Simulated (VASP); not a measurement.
In3Se:

```
In Se
1.0
     4.80376    0.00000    0.00000
     0.00000    4.80376    0.00000
     0.00000    0.00000    4.80376
In Se
3 1
Direct
  0.00000 0.50000 0.50000
  0.50000 0.00000 0.50000
  0.50000 0.50000 0.00000
  0.00000 0.00000 0.00000
```

- Program: VASP 6.6.1
- Task: relaxation of cell and atoms
- Functional: PBEsol
- Dispersion: D3(BJ)
- Potentials or basis: VASP PAW PBE potentials, release 64 (In_d, Se)
- Cutoff: 600 eV
- k mesh: 10 × 10 × 10
- Occupations: gaussian, width 0.1 eV
- Spin: no spin polarisation

At the start: pressure -4.9 GPa; volume 27.71 Å³/atom.

Question: Where does the relaxation end?

Answer: Over 3 steps the energy falls by 62.0 meV/atom and the volume is 24.18 Å³/atom (-12.8 %); space group Pm-3m (No. 221, to 0.1 Å) before and after.

The path:
| step | energy change (eV) | largest force (eV/Å) | pressure (GPa) | volume (Å³) |
| --- | --- | --- | --- | --- |
| 1 | 0.0000 | 0.0000 | -4.91 | 110.85 |
| 2 | -0.2461 | 0.0000 | -0.55 | 97.77 |
| 3 | -0.2480 | 0.0000 | -0.02 | 96.71 |

Final structure:
```cif
data_structure
_symmetry_space_group_name_H-M 'P 1'
_symmetry_Int_Tables_number 1
_cell_length_a 4.5901
_cell_length_b 4.5901
_cell_length_c 4.5901
_cell_angle_alpha 90.000
_cell_angle_beta 90.000
_cell_angle_gamma 90.000
_cell_volume 96.71
loop_
_atom_site_label
_atom_site_type_symbol
_atom_site_fract_x
_atom_site_fract_y
_atom_site_fract_z
_atom_site_occupancy
In1 In 0.00000 0.50000 0.50000 1
In2 In 0.50000 0.00000 0.50000 1
In3 In 0.50000 0.50000 0.00000 1
Se1 Se 0.00000 0.00000 0.00000 1
```

Caveat: the PAW data sets were made with another functional, which shifts forces and pressure a little.
